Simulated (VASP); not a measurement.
# CoSi2 (C2/m) in VASP: a series of runs

The runs below take CoSi2 through single point, with LDA.

All numbers are computed with VASP 6.6.1; they aren't measurements. Logs are shortened: lines on timing, memory, paths and dates and some standing lists are left out, and cuts for length are marked.

## 1. The cell of the first run

Symmetry: C2/m, No. 12, monoclinic system. The conventional cell has a = 6.389 Å, b = 3.820 Å, c = 3.708 Å, α = 90.00°, β = 123.32°, γ = 90.00°. Co (site symmetry 2/m) has 8 Si at 2.28 to 2.32 Å within 3.0 Å. Within 3.0 Å of Si (site symmetry m) lie 4 Co at 2.28 to 2.32 Å and 6 Si at 2.62 to 2.72 Å.

## 2. Single point, LDA

The input, INCAR:

```
ALGO = Normal
EDIFF = 1E-6
ENCUT = 520
ISIF = 2
ISMEAR = 0
LASPH = T
LCHARG = F
LREAL = F
LWAVE = F
NBANDS = 16
NELM = 100
PREC = Accurate
SIGMA = 0.1
```

The input, KPOINTS:

```
k-points
0
Gamma
  9 9 12
```

The input, POSCAR:

```
CoSi2
1.0
    3.8197405038      0.0000054912      0.0085240613
   -1.9098654964      3.3079950578     -0.0085240613
   -1.9032660756      1.0988511811      2.9867824731
Co Si
1 2
Direct
    0.0000000000      0.0000000000      0.0000000000
    0.7453910101      0.2546089899      0.2386380629
    0.2546089899      0.7453910101      0.7613619371
```

Potentials or basis: VASP PAW LDA potentials, release 64 (Co, Si).

Started as:

```
$ cat potpaw_LDA.64/Co/POTCAR potpaw_LDA.64/Si/POTCAR > POTCAR
$ mpirun -np 1 vasp_std > vasp.out
```

OUTCAR:

```text
EDIFF = 1E-6
   ENCUT = 520
   ISIF = 2
   ISMEAR = 0
   LASPH = T
   LREAL = F
   NELM = 100
   PREC = Accurate

 ion  position               nearest neighbor table
   1  0.000  0.000  0.000-   3 2.28   2 2.28   2 2.32   3 2.32   2 2.32   3 2.32   3 2.32   2 2.32

   2  0.745  0.255  0.239-   1 2.28   1 2.32   1 2.32   1 2.32   3 2.62   3 2.63   3 2.63   3 2.70
                             3 2.70   3 2.72
   3  0.255  0.745  0.761-   1 2.28   1 2.32   1 2.32   1 2.32   2 2.62   2 2.63   2 2.63   2 2.70
                             2 2.70   2 2.72

  LATTYP: Found a base centered monoclinic cell.
 ALAT       =     6.3889275818
 B/A-ratio  =     0.5978702945
 C/A-ratio  =     0.5804107773
 COS(beta)  =    -0.5492489390

  Lattice vectors:

 A1 = (  -0.0065994208,   2.2091438767,  -2.9953065344)
 A2 = (  -1.9164744282,  -1.0988566723,  -2.9953065344)
 A3 = (  -1.9032660756,   1.0988511811,   2.9867824731)

Analysis of symmetry for initial positions (statically):
=====================================================================
 Subroutine PRICEL returns:
 Original cell was already a primitive cell.

 Routine SETGRP: Setting up the symmetry group for a
 base centered monoclinic supercell.

 Subroutine GETGRP returns: Found  4 space group operations
 (whereof  4 operations were pure point group operations)
 out of a pool of  4 trial point group operations.

The static configuration has the point symmetry C_2h.

Analysis of symmetry for dynamics (positions and initial velocities):
=====================================================================
 Subroutine PRICEL returns:
 Original cell was already a primitive cell.

 Routine SETGRP: Setting up the symmetry group for a
 base centered monoclinic supercell.

 Subroutine GETGRP returns: Found  4 space group operations
 (whereof  4 operations were pure point group operations)
 out of a pool of  4 trial point group operations.

The dynamic configuration has the point symmetry C_2h.

 Subroutine INISYM returns: Found  4 space group operations
 (whereof  4 operations are pure point group operations),
 and found     1 'primitive' translations

----------------------------------------------------------------------------------------

                                     Primitive cell

  volume of cell :      37.8116

  direct lattice vectors                    reciprocal lattice vectors
     3.819740504  0.000005491  0.008524061     0.261549951  0.151291476  0.111006521
    -1.909865496  3.307995058 -0.008524061     0.000247286  0.302154640 -0.111006521
    -1.903266076  1.098851181  2.986782473    -0.000745739  0.000430553  0.334174837

  length of vectors
     3.819750015  3.819750015  3.708202424     0.321900506  0.321900506  0.334175947

  position of ions in fractional coordinates (direct lattice)
     0.000000000  0.000000000  0.000000000
     0.745391010  0.254608990  0.238638063
     0.254608990  0.745391010  0.761361937

  ion indices of the primitive-cell ions
   primitive index   ion index
                 1           1
                 2           2
                 3           3

----------------------------------------------------------------------------------------

 KPOINTS: k-points

Automatic generation of k-mesh.
 Grid dimensions read from file:
 generate k-points for:    9    9   12

 Generating k-lattice:

  Cartesian coordinates                     Fractional coordinates (reciprocal lattice)
     0.029061106  0.016810164  0.012334058     0.111111111  0.000000000  0.000000000
     0.000027476  0.033572738 -0.012334058     0.000000000  0.111111111  0.000000000
    -0.000062145  0.000035879  0.027847903     0.000000000 -0.000000000  0.083333333

  Length of vectors
     0.035766723  0.035766723  0.027847996

  Shift w.r.t. Gamma in fractional coordinates (k-lattice)
     0.000000000  0.000000000  0.000000000

 Subroutine IBZKPT returns following result:
 ===========================================

 Found    275 irreducible k-points:

 Following reciprocal coordinates:
            Coordinates               Weight
  0.000000  0.000000  0.000000      1.000000
  0.111111 -0.000000 -0.000000      4.000000
  0.222222 -0.000000 -0.000000      4.000000
  0.333333 -0.000000 -0.000000      4.000000
  0.444444 -0.000000 -0.000000      4.000000
  0.111111  0.111111 -0.000000      2.000000
[... 16 lines left out ...]
 -0.333333  0.333333  0.000000      2.000000
  0.444444  0.444444 -0.000000      2.000000
 [... further k-points ...]
   k-points           NKPTS =    275   k-points in BZ     NKDIM =    275   number of bands    NBANDS=     16
   number of dos      NEDOS =    301   number of ions     NIONS =      3
   total plane-waves  NPLWV =  21952
   dimension x,y,z NGX =    28 NGY =   28 NGZ =   28
   dimension x,y,z NGXF=    56 NGYF=   56 NGZF=   56
   ions per type =               1   2
   NGX,Y,Z   is equivalent  to a cutoff of  12.19, 12.19, 12.55 a.u.
   NGXF,Y,Z  is equivalent  to a cutoff of  24.37, 24.37, 25.11 a.u.
 SYSTEM =  unknown system
   PREC   = accura    normal or accurate (medium, high low for compatibility)
   ISTART =      0    job   : 0-new  1-cont  2-samecut
   ICHARG =      2    charge: 1-file 2-atom 10-const
   ISPIN  =      1    spin polarized calculation?
   LNONCOLLINEAR =      F non collinear calculations
   LSORBIT =      F    spin-orbit coupling
   LASPH  =      T    aspherical Exc in radial PAW
   ENCUT  =  520.0 eV  38.22 Ry    6.18 a.u.   7.10  7.10  6.89*2*pi/ulx,y,z
   NELM   =    100;   NELMIN=  2; NELMDL= -5     # of ELM steps
   EDIFF  = 0.1E-05   stopping-criterion for ELM
   LREAL  =      F    real-space projection
   EDIFFG = 0.1E-04   stopping-criterion for IOM
   NSW    =      0    number of steps for IOM
   IBRION =     -1    ionic relax: 0-MD 1-quasi-New 2-CG
   NFREE  =      0    steps in history (QN), initial steepest desc. (CG)
   ISIF   =      2    stress and relaxation
   ISYM   =      2    0-nonsym 1-usesym 2-fastsym
   POTIM  = 0.5000    time-step for ionic-motion
   TEBEG  =    0.0;   TEEND  =   0.0 temperature during run
   PSTRESS=    0.0 pullay stress
   NELECT =      17.0000    total number of electrons
   NUPDOWN=      -1.0000    fix difference up-down
   EMIN   =  10.00;   EMAX   =-10.00  energy-range for DOS
   EFERMI =   0.00;   METHOD = LEGACY
   ISMEAR =     0;   SIGMA  =   0.10  broadening in eV -4-tet -1-fermi 0-gaus
   EFERMI_NEDOS =   21; number of points for ismear=-14 and -15
   IALGO  =     38    algorithm
   IMIX   =      4    mixing-type and parameters
     AMIX     =   0.40;   BMIX     =  1.00
     AMIX_MAG =   1.60;   BMIX_MAG =  1.00
  volume/ion in A,a.u.               =      12.60        85.06
  Fermi-wavevector in a.u.,A,eV,Ry     =   1.254150  2.369999 21.400486  1.572891
  Thomas-Fermi vector in A             =   2.387968
   LORBIT       =      0    0 simple, 1 ext, 2 COOP (PROOUT), +10 PAW based schemes
   GGA     = CA    functional components
   LHFCALC =     F    Hartree Fock is set to
   AEXX    =    0.0000 exact exchange contribution
   IVDW    =     0    specifies the selected vdW correction
   LEPSILON=     F    determine dielectric tensor
   LRPA    =     F    only Hartree local field effects (RPA)
 non-spin polarized calculation
 Gauss-broadening in eV      SIGMA  =   0.10
  energy-cutoff  :      520.00
  volume of cell :       37.81
 maximum number of plane-waves:      1029
   NGX = 15   NGY = 15   NGZ = 13

 number of electron      16.9999996 magnetization

 Free energy of the ion-electron system (eV)
  ---------------------------------------------------
  ext. energy  EPLUGINS =         0.00000000
  ---------------------------------------------------
  free energy    TOTEN  =       -21.88206828 eV

  energy without entropy =      -21.87590954  energy(sigma->0) =      -21.87898891

 E-fermi :  10.1941     XC(G=0): -11.9821

 val. band max:       10.1882044516   @ k =   0.4444   0.2222   0.2500
 cond. band min:      10.1946375379   @ k =   0.4444   0.3333   0.3333
 fundamental gap:      0.0064330863
 Fermi energy:        10.1941042542

 k-point     1 :       0.0000    0.0000    0.0000
  band No.  band energies     occupation
      1      -2.9850      2.00000
      2       5.9680      2.00000
      3       5.9977      2.00000
      4       6.1978      2.00000
      5       8.2502      2.00000
      6       8.2655      2.00000
[... 8 lines left out ...]
     15      15.9972      0.00000
     16      16.1285      0.00000

 k-point     2 :       0.1111   -0.0000   -0.0000
  band No.  band energies     occupation
      1      -2.7992      2.00000
      2       5.5452      2.00000
      3       6.0629      2.00000
      4       6.2418      2.00000
      5       8.1942      2.00000
      6       8.2174      2.00000
[... 8 lines left out ...]
     15      15.5884      0.00000
     16      15.8294      0.00000

 k-point     3 :       0.2222   -0.0000   -0.0000
  band No.  band energies     occupation
      1      -2.2477      2.00000
      2       4.4158      2.00000
      3       6.2514      2.00000
      4       6.3918      2.00000
      5       8.0966      2.00000
      6       8.1509      2.00000
[... 8 lines left out ...]
     15      16.7299      0.00000
     16      17.4551      0.00000

 k-point     4 :       0.3333   -0.0000   -0.0000
  band No.  band energies     occupation
      1      -1.3510      2.00000
      2       2.9222      2.00000
      3       6.4618      2.00000
      4       6.5398      2.00000
      5       8.1303      2.00000
      6       8.2187      2.00000
[... 8 lines left out ...]
     15      18.2816      0.00000
     16      19.2661      0.00000

 k-point     5 :       0.4444   -0.0000   -0.0000
  band No.  band energies     occupation
      1      -0.1596      2.00000
      2       1.3615      2.00000
      3       6.5762      2.00000
      4       6.6042      2.00000
      5       8.0119      2.00000
      6       8.3860      2.00000
[... 8 lines left out ...]
     15      19.9814      0.00000
     16      21.2063      0.00000

 k-point     6 :       0.1111    0.1111   -0.0000
  band No.  band energies     occupation
      1      -2.4947      2.00000
      2       5.0112      2.00000
      3       6.0050      2.00000
      4       6.3860      2.00000
      5       8.0133      2.00000
      6       8.2595      2.00000
[... 8 lines left out ...]
     15      16.3717      0.00000
     16      17.0760      0.00000
[... 267 lines left out ...]
 k-point    21 :       0.4444    0.3333   -0.0000
  band No.  band energies     occupation
      1       1.0907      2.00000
      2       2.3923      2.00000
      3       3.8781      2.00000
      4       6.2767      2.00000
      5       6.8729      2.00000
      6       8.0619      2.00000
[... 8 lines left out ...]
     15      20.7738      0.00000
     16      21.3804      0.00000

 k-point    22 :      -0.4444    0.3333    0.0000
  band No.  band energies     occupation
      1       0.0511      2.00000
      2       3.5308      2.00000
      3       4.5134      2.00000
      4       6.2142      2.00000
      5       6.6454      2.00000
      6       8.2474      2.00000
[... 8 lines left out ...]
     15      20.5158      0.00000
     16      22.8241      0.00000

 k-point    23 :      -0.3333    0.3333    0.0000
  band No.  band energies     occupation
      1      -0.7921      2.00000
      2       4.1697      2.00000
      3       5.4531      2.00000
      4       6.1453      2.00000
      5       6.4708      2.00000
      6       8.6831      2.00000
[... 8 lines left out ...]
     15      18.8152      0.00000
     16      21.4442      0.00000

 k-point    24 :       0.4444    0.4444   -0.0000
  band No.  band energies     occupation
      1       1.2073      2.00000
      2       3.0471      2.00000
      3       3.3718      2.00000
      4       6.1983      2.00000
      5       6.8594      2.00000
      6       8.0760      2.00000
[... 8 lines left out ...]
     15      21.2175      0.00000
     16      21.9261      0.00000

 [... further k-points ...]

------------------------ aborting loop because EDIFF is reached ----------------------------------------

  FORCE on cell =-STRESS in cart. coord.  units (eV):
  Direction    XX          YY          ZZ          XY          YZ          ZX
  --------------------------------------------------------------------------------------
  -------------------------------------------------------------------------------------
  Total       -1.9781900     -1.9644896      0.0421743      0.0118649     -0.0018321      0.0031732
  in kB      -83.8210806    -83.2405583      1.7870354      0.5027471     -0.0776288      0.1344562
  external PRESSURE =     -55.0915345 kB  Pullay stress =       0.0000000 kB

 VOLUME and BASIS-vectors are now :
 -----------------------------------------------------------------------------
  energy-cutoff  :      520.00
  volume of cell :       37.81
      direct lattice vectors                 reciprocal lattice vectors
     3.819740504  0.000005491  0.008524061     0.261549951  0.151291476  0.111006521
    -1.909865496  3.307995058 -0.008524061     0.000247286  0.302154640 -0.111006521
    -1.903266076  1.098851181  2.986782473    -0.000745739  0.000430553  0.334174837

 POSITION                                       TOTAL-FORCE (eV/Angst)
 -----------------------------------------------------------------------------------
      0.00000      0.00000      0.00000         0.000000      0.000000      0.000000
      1.90674      1.10448      0.71694         0.007601     -0.004389     -0.000909
     -1.90013      3.30237      2.26984        -0.007601      0.004389      0.000909
 -----------------------------------------------------------------------------------
    total drift:                                0.000000      0.000000     -0.000000

  FREE ENERGIE OF THE ION-ELECTRON SYSTEM (eV)
  ---------------------------------------------------
  free  energy   TOTEN  =       -21.8820682814 eV

  energy  without entropy=      -21.8759095365  energy(sigma->0) =      -21.87898891
```

It took 4.3 min on 1 thread of Intel Xeon 6975P-C, shared host; peak memory 0.27 GiB.

Results:

* Free energy: -21.8821 eV
* Pressure: -5.5 GPa
* Largest force: 0.009 eV/Å

Forces in eV/Å, atoms in the order of the input:
```
Co   0.000  0.000  0.000
Si   0.008 -0.004 -0.001
Si  -0.008  0.004  0.001
```

Levels at points of the mesh, in eV from the Fermi level:
| k point | band 5 | band 6 | band 7 | band 8 | band 9 | band 10 | band 11 | band 12 | band 13 | band 14 |
| --- | --- | --- | --- | --- | --- | --- | --- | --- | --- | --- |
| (0.00, 0.00, 0.00) | -1.94 | -1.93 | 0.75 | 3.19 | 3.24 | 3.33 | 3.37 | 3.71 | 4.16 | 5.43 |
| (0.00, 0.00, 0.50) | -2.28 | -1.62 | -1.61 | -0.61 | -0.56 | 2.20 | 3.20 | 3.24 | 4.24 | 10.46 |

## 3. Single point, LDA

The input, INCAR:

```
SYSTEM = CoSi2
ALGO     = Normal         ! electronic algorithm
EDIFF    = 1E-7           ! SCF threshold, eV
ENCUT    = 520            ! plane-wave cutoff, eV
ISIF     = 2              ! what is computed and relaxed
ISMEAR   = 0              ! smearing method
LASPH    = .True.         ! aspherical terms in the spheres
LCHARG   = .False.        ! write CHGCAR
LREAL    = .False.        ! projectors in reciprocal space
LWAVE    = .False.        ! write WAVECAR
NBANDS   = 16             ! bands
NELM     = 80             ! most SCF steps
PREC     = Accurate       ! precision mode
SIGMA    = 0.1            ! smearing width, eV
```

The input, KPOINTS:

```
k-points
0
Gamma
  9 9 12
  0 0 0
```

POSCAR is that of step 2.

Potentials or basis: VASP PAW LDA potentials, release 64 (Co, Si).

Started as:

```
$ cat potpaw_LDA.64/Co/POTCAR potpaw_LDA.64/Si/POTCAR > POTCAR
$ mpirun -np 1 vasp_std > vasp.out
```

Wall time 4.8 min (1 thread of Intel Xeon 6975P-C, shared host); peak memory 0.27 GiB.

Results (log left out):

* Free energy: -21.8821 eV
* Pressure: -5.5 GPa
* Largest force: 0.009 eV/Å

Forces on the atoms (eV/Å):
```
Co   0.000  0.000  0.000
Si   0.008 -0.004 -0.001
Si  -0.008  0.004  0.001
```

Stress tensor (GPa, compression positive):
```
-8.40  0.05  0.01
 0.05 -8.34 -0.01
 0.01 -0.01  0.16
```

Levels at points of the mesh, in eV from the Fermi level:
| k point | band 7 | band 8 | band 9 | band 10 | band 11 | band 12 |
| --- | --- | --- | --- | --- | --- | --- |
| (0.00, 0.00, 0.00) | 0.75 | 3.19 | 3.24 | 3.33 | 3.37 | 3.71 |
| (0.00, 0.00, 0.50) | -1.61 | -0.61 | -0.56 | 2.20 | 3.20 | 3.24 |

Spin polarisation is off, so any magnetic state and its effect on volume and gap are missing.
